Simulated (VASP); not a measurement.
# Ti3HN3 in VASP: further runs, part 2 of 2

VASP 6.6.1.

### 4 Single point, PBE

The input, INCAR:

```
PREC = Accurate ; ENCUT = 520
EDIFF = 1E-7 ; ISMEAR = 0
SIGMA = 0.1 ; LREAL = False
LASPH = True ; NELM = 60
ALGO = Normal ; ISIF = 2
LWAVE = False ; LCHARG = False
LDIPOL = True ; IDIPOL = 3
DIPOL = 0.5 0.5 0.330 ; GGA = PE
NBANDS = 35
```

The input, KPOINTS:

```
regular mesh
0
Gamma
  9 9 1
```

The input, POSCAR:

```
Ti3HN3
1.0
    3.0028555065      0.0000000000      0.0000000000
    0.0000000000      3.0028555065      0.0000000000
    0.0000000000      0.0000000000     19.7584945265
Ti N H
3 3 1
Direct
    0.5000000000      0.5000000000      0.2024445736
    0.0000000000      0.0000000000      0.3072496201
    0.5000000000      0.5000000000      0.4076776418
    0.0000000000      0.0000000000      0.2024445736
    0.5000000000      0.5000000000      0.3055678856
    0.0000000000      0.0000000000      0.4179718508
    0.0000000000      0.1250000000      0.4692491178
```

Potentials or basis: VASP PAW PBE potentials, release 64 (Ti_sv, N, H).

Run with:

```sh
$ cat potpaw_PBE.64/Ti_sv/POTCAR potpaw_PBE.64/N/POTCAR potpaw_PBE.64/H/POTCAR > POTCAR
$ mpirun -np 1 vasp_std > vasp.out
```

OUTCAR:

```text
PREC = Accurate
   ENCUT = 520
   EDIFF = 1E-7
   ISMEAR = 0
   LREAL = False
   LASPH = True
   NELM = 60
   ISIF = 2
   GGA = PE

 ion  position               nearest neighbor table
   1  0.500  0.500  0.202-   5 2.04   4 2.12   4 2.12   4 2.12   4 2.12
   2  0.000  0.000  0.307-   4 2.07   5 2.12   5 2.12   5 2.12   5 2.12   6 2.19   3 2.91   3 2.91
                             3 2.91   3 2.91
   3  0.500  0.500  0.408-   5 2.02   6 2.13   6 2.13   6 2.13   6 2.13   2 2.91   2 2.91   2 2.91
                             2 2.91
   4  0.000  0.000  0.202-   2 2.07   1 2.12   1 2.12   1 2.12   1 2.12
   5  0.500  0.500  0.306-   3 2.02   1 2.04   2 2.12   2 2.12   2 2.12   2 2.12
   6  0.000  0.000  0.418-   7 1.08   3 2.13   3 2.13   3 2.13   3 2.13   2 2.19
   7  0.000  0.125  0.469-   6 1.08

  LATTYP: Found a simple tetragonal cell.
 ALAT       =     3.0028555065
 C/A-ratio  =     6.5799018580

  Lattice vectors:

 A1 = (   3.0028555065,   0.0000000000,   0.0000000000)
 A2 = (   0.0000000000,   3.0028555065,   0.0000000000)
 A3 = (   0.0000000000,   0.0000000000,  19.7584945265)

Analysis of symmetry for initial positions (statically):
=====================================================================
 Subroutine PRICEL returns:
 Original cell was already a primitive cell.

 Routine SETGRP: Setting up the symmetry group for a
 simple tetragonal supercell.

 Subroutine GETGRP returns: Found  2 space group operations
 (whereof  2 operations were pure point group operations)
 out of a pool of 16 trial point group operations.

The static configuration has the point symmetry C_1h.

Analysis of symmetry for dynamics (positions and initial velocities):
=====================================================================
 Subroutine PRICEL returns:
 Original cell was already a primitive cell.

 Routine SETGRP: Setting up the symmetry group for a
 simple tetragonal supercell.

 Subroutine GETGRP returns: Found  2 space group operations
 (whereof  2 operations were pure point group operations)
 out of a pool of 16 trial point group operations.

The dynamic configuration has the point symmetry C_1h.

 Subroutine INISYM returns: Found  2 space group operations
 (whereof  2 operations are pure point group operations),
 and found     1 'primitive' translations

----------------------------------------------------------------------------------------

                                     Primitive cell

  volume of cell :     178.1651

  direct lattice vectors                    reciprocal lattice vectors
     3.002855506  0.000000000  0.000000000     0.333016357  0.000000000  0.000000000
     0.000000000  3.002855506  0.000000000     0.000000000  0.333016357  0.000000000
     0.000000000  0.000000000 19.758494527     0.000000000  0.000000000  0.050611143

  length of vectors
     3.002855506  3.002855506 19.758494527     0.333016357  0.333016357  0.050611143

  position of ions in fractional coordinates (direct lattice)
     0.500000000  0.500000000  0.202444574
     0.000000000  0.000000000  0.307249620
     0.500000000  0.500000000  0.407677642
     0.000000000  0.000000000  0.202444574
     0.500000000  0.500000000  0.305567886
     0.000000000  0.000000000  0.417971851
     0.000000000  0.125000000  0.469249118

  ion indices of the primitive-cell ions
   primitive index   ion index
                 1           1
                 2           2
                 3           3
                 4           4
                 5           5
                 6           6
[... 60 lines left out ...]
   NGX,Y,Z   is equivalent  to a cutoff of  13.29, 13.29, 12.62 a.u.
   NGXF,Y,Z  is equivalent  to a cutoff of  26.57, 26.57, 25.24 a.u.
 SYSTEM =  unknown system
   PREC   = accura    normal or accurate (medium, high low for compatibility)
   ISTART =      0    job   : 0-new  1-cont  2-samecut
   ICHARG =      2    charge: 1-file 2-atom 10-const
   ISPIN  =      1    spin polarized calculation?
   LNONCOLLINEAR =      F non collinear calculations
   LSORBIT =      F    spin-orbit coupling
   LASPH  =      T    aspherical Exc in radial PAW
   ENCUT  =  520.0 eV  38.22 Ry    6.18 a.u.   5.58  5.58 36.74*2*pi/ulx,y,z
   NELM   =     60;   NELMIN=  2; NELMDL= -5     # of ELM steps
   EDIFF  = 0.1E-06   stopping-criterion for ELM
   LREAL  =      F    real-space projection
   EDIFFG = 0.1E-05   stopping-criterion for IOM
   NSW    =      0    number of steps for IOM
   IBRION =     -1    ionic relax: 0-MD 1-quasi-New 2-CG
   NFREE  =      0    steps in history (QN), initial steepest desc. (CG)
   ISIF   =      2    stress and relaxation
   ISYM   =      2    0-nonsym 1-usesym 2-fastsym
   POTIM  = 0.5000    time-step for ionic-motion
   TEBEG  =    0.0;   TEEND  =   0.0 temperature during run
   PSTRESS=    0.0 pullay stress
   NELECT =      52.0000    total number of electrons
   NUPDOWN=      -1.0000    fix difference up-down
   EMIN   =  10.00;   EMAX   =-10.00  energy-range for DOS
   EFERMI =   0.00;   METHOD = LEGACY
   ISMEAR =     0;   SIGMA  =   0.10  broadening in eV -4-tet -1-fermi 0-gaus
   EFERMI_NEDOS =   21; number of points for ismear=-14 and -15
   IALGO  =     38    algorithm
   IMIX   =      4    mixing-type and parameters
     AMIX     =   0.40;   BMIX     =  1.00
     AMIX_MAG =   1.60;   BMIX_MAG =  1.00
  volume/ion in A,a.u.               =      25.45       171.76
  Fermi-wavevector in a.u.,A,eV,Ry     =   1.085930  2.052110 16.044579  1.179243
  Thomas-Fermi vector in A             =   2.222055
   LORBIT       =      0    0 simple, 1 ext, 2 COOP (PROOUT), +10 PAW based schemes
   GGA     = PE    functional components
   LHFCALC =     F    Hartree Fock is set to
   AEXX    =    0.0000 exact exchange contribution
   IVDW    =     0    specifies the selected vdW correction
   LEPSILON=     F    determine dielectric tensor
   LRPA    =     F    only Hartree local field effects (RPA)
 non-spin polarized calculation
 Gauss-broadening in eV      SIGMA  =   0.10
  energy-cutoff  :      520.00
  volume of cell :      178.17
 maximum number of plane-waves:      4826
 NGX is ok and might be reduce to    24
   NGX = 11   NGY = 11   NGZ = 73

 dipolmoment           0.000000      0.000000     -0.004909 electrons x Angstroem

 number of electron      52.0000000 magnetization

 dipolmoment           0.000000      0.000000      0.027500 electrons x Angstroem

 Free energy of the ion-electron system (eV)
  ---------------------------------------------------
  ext. energy  EPLUGINS =         0.00000000
  ---------------------------------------------------
  free energy    TOTEN  =       -59.75631776 eV

  energy without entropy =      -59.74529194  energy(sigma->0) =      -59.75080485

 E-fermi :   1.9798     XC(G=0):  -5.3953

 val. band max:        1.9632214881   @ k =   0.0000   0.1111   0.0000
 cond. band min:       2.0802329200   @ k =   0.0000   0.2222   0.0000
 fundamental gap:      0.1170114319
 Fermi energy:         1.9797618214

 k-point     1 :       0.0000    0.0000    0.0000
  band No.  band energies     occupation
      1     -56.0334      2.00000
      2     -55.7492      2.00000
      3     -55.5827      2.00000
      4     -32.4937      2.00000
      5     -32.1525      2.00000
      6     -32.1119      2.00000
[... 901 lines left out ...]
     34       4.4124      0.00000
     35       4.5494      0.00000

 [... further k-points ...]

------------------------ aborting loop because EDIFF is reached ----------------------------------------

 vacuum level on the upper side and lower side of the slab       (xc-potential included)         0.052        -0.509

  FORCE on cell =-STRESS in cart. coord.  units (eV):
  Direction    XX          YY          ZZ          XY          YZ          ZX
  --------------------------------------------------------------------------------------
  -------------------------------------------------------------------------------------
  Total       -0.8442491     -0.8792234      0.5624313      0.0000000     -0.5071404      0.0000000
  in kB       -7.5920395     -7.9065516      5.0577502      0.0000000     -4.5605376      0.0000000
  external PRESSURE =      -3.4802803 kB  Pullay stress =       0.0000000 kB

 VOLUME and BASIS-vectors are now :
 -----------------------------------------------------------------------------
  energy-cutoff  :      520.00
  volume of cell :      178.17
      direct lattice vectors                 reciprocal lattice vectors
     3.002855506  0.000000000  0.000000000     0.333016357  0.000000000  0.000000000
     0.000000000  3.002855506  0.000000000     0.000000000  0.333016357  0.000000000
     0.000000000  0.000000000 19.758494527     0.000000000  0.000000000  0.050611143

 POSITION                                       TOTAL-FORCE (eV/Angst)
 -----------------------------------------------------------------------------------
      1.50143      1.50143      4.00000         0.000000      0.043771      1.602396
      0.00000      0.00000      6.07079         0.000000      0.147374     -0.303611
      1.50143      1.50143      8.05510         0.000000      0.180491     -1.137670
      0.00000      0.00000      4.00000         0.000000     -0.043152     -1.489076
      1.50143      1.50143      6.03756         0.000000     -0.029767     -0.090708
      0.00000      0.00000      8.25849         0.000000     -0.089549      1.401973
      0.00000      0.37536      9.27166         0.000000     -0.209168      0.016696
 -----------------------------------------------------------------------------------
    total drift:                                0.000000      0.000009      0.000577

  FREE ENERGIE OF THE ION-ELECTRON SYSTEM (eV)
  ---------------------------------------------------
  free  energy   TOTEN  =       -59.7563177577 eV

  energy  without entropy=      -59.7452919394  energy(sigma->0) =      -59.75080485

 vacuum level on the upper side and lower side of the slab         4.914         4.336
```

Wall time 5 min (1 thread of Intel Xeon 6975P-C (Granite Rapids), shared host); peak memory 0.33 GiB.

Results:

```
Free energy            : -59.7563 eV
Largest force          : 1.603 eV/Å
Band gap on the k mesh : zero (band 26 reaches 2.80 eV, above the bottom of band 27 at 1.11 eV)
```

Forces in eV/Å, atoms in the order of the input:
```
Ti   0.000  0.044  1.602
Ti   0.000  0.147 -0.304
Ti   0.000  0.180 -1.138
N    0.000 -0.043 -1.489
N    0.000 -0.030 -0.091
N    0.000 -0.090  1.402
H    0.000 -0.209  0.017
```

### 5 Single point, PBE

The input, INCAR:

```
SYSTEM = Ti3HN3
ALGO     = Normal         ! electronic algorithm
DIPOL    = 0.5 0.5 0.331
EDIFF    = 1E-7           ! SCF threshold, eV
ENCUT    = 520            ! plane-wave cutoff, eV
GGA      = PE             ! functional
IDIPOL   = 3            
ISIF     = 2              ! what is computed and relaxed
ISMEAR   = 0              ! smearing method
LASPH    = .TRUE.         ! aspherical terms in the spheres
LCHARG   = .FALSE.        ! write CHGCAR
LDIPOL   = .TRUE.       
LREAL    = .FALSE.        ! projectors in reciprocal space
LWAVE    = .FALSE.        ! write WAVECAR
NBANDS   = 35             ! bands
NELM     = 80             ! most SCF steps
PREC     = Accurate       ! precision mode
SIGMA    = 0.1            ! smearing width, eV
```

The input, KPOINTS:

```
k-points
0
G
  9 9 1
  0 0 0
```

Edit POSCAR of step 4 so:

```diff
@@ -14,2 +14,2 @@
     0.0000000000      0.0000000000      0.4179718508
-    0.0000000000      0.1250000000      0.4692491178
+    0.0000000000      0.3750000000      0.4750066361
```

Run with:

```sh
$ cat potpaw_PBE.64/Ti_sv/POTCAR potpaw_PBE.64/N/POTCAR potpaw_PBE.64/H/POTCAR > POTCAR
$ mpirun -np 1 vasp_std > vasp.out
```

Run time: 4 min. Hardware: 1 thread of Intel Xeon 6975P-C (Granite Rapids), shared host; peak memory 0.34 GiB.

It converged, with:

| Quantity | Value |
| --- | --- |
| Free energy | -59.0490 eV |
| Largest force | 1.500 eV/Å |
| Band gap on the k mesh | zero (band 26 reaches 2.27 eV, above the bottom of band 27 at 0.46 eV) |

Forces on the atoms (eV/Å):
```
Ti   0.000  0.147  1.302
Ti   0.000  0.065  0.045
Ti   0.000  0.336  1.203
N    0.000 -0.151 -1.492
N    0.000  0.038 -0.280
N    0.000  0.067 -0.777
H    0.000 -0.502 -0.002
```

Levels at points of the mesh, in eV from the Fermi level:
| k point | band 24 | band 25 | band 26 | band 27 | band 28 | band 29 |
| --- | --- | --- | --- | --- | --- | --- |
| (0.00, 0.00, 0.00) | -2.27 | -2.20 | -1.87 | -0.91 | -0.39 | 0.05 |

### 6 Single point, PBE

The input, INCAR:

```
SYSTEM = Ti3HN3
ALGO     = Normal         ! electronic algorithm
DIPOL    = 0.5 0.5 0.333
EDIFF    = 1E-6           ! SCF threshold, eV
ENCUT    = 520            ! plane-wave cutoff, eV
GGA      = PE             ! functional
IDIPOL   = 3            
ISIF     = 2              ! what is computed and relaxed
ISMEAR   = 0              ! smearing method
LASPH    = .True.         ! aspherical terms in the spheres
LCHARG   = .False.        ! write CHGCAR
LDIPOL   = .True.       
LREAL    = .False.        ! projectors in reciprocal space
LWAVE    = .False.        ! write WAVECAR
NBANDS   = 35             ! bands
NELM     = 80             ! most SCF steps
PREC     = Accurate       ! precision mode
SIGMA    = 0.1            ! smearing width, eV
```

The input, KPOINTS:

```
k-points
0
Gamma
  9 9 1
  0 0 0
```

Edit POSCAR of step 5 so:

```diff
@@ -14,2 +14,2 @@
     0.0000000000      0.0000000000      0.4179718508
-    0.0000000000      0.3750000000      0.4750066361
+    0.1250000000      0.5000000000      0.4858234721
```

Potentials or basis: VASP PAW PBE potentials, release 64 (Ti_sv, N, H).

Run with:

```sh
$ cat potpaw_PBE.64/Ti_sv/POTCAR potpaw_PBE.64/N/POTCAR potpaw_PBE.64/H/POTCAR > POTCAR
$ mpirun -np 1 vasp_std > vasp.out
```

It took 3.5 min on 1 thread of Intel Xeon 6975P-C (Granite Rapids), shared host; peak memory 0.34 GiB.

The run converged. Its results:

```
Free energy            : -59.1134 eV
Largest force          : 2.679 eV/Å
Band gap on the k mesh : zero (band 26 reaches 1.80 eV, above the bottom of band 27 at 0.03 eV)
```

Forces on the atoms (eV/Å):
```
Ti  -0.106  0.000  1.158
Ti   0.105  0.000 -0.027
Ti  -0.168  0.000  2.674
N    0.033  0.000 -1.483
N   -0.032  0.000 -0.369
N   -0.433  0.000 -1.941
H    0.602  0.000 -0.012
```

Levels at points of the mesh, in eV from the Fermi level:
```
           k point  band 23  band 24  band 25  band 26  band 27  band 28  band 29  band 30
(0.00, 0.00, 0.00)    -2.42    -1.91    -1.88    -1.69    -0.85    -0.41     0.16     0.17
```
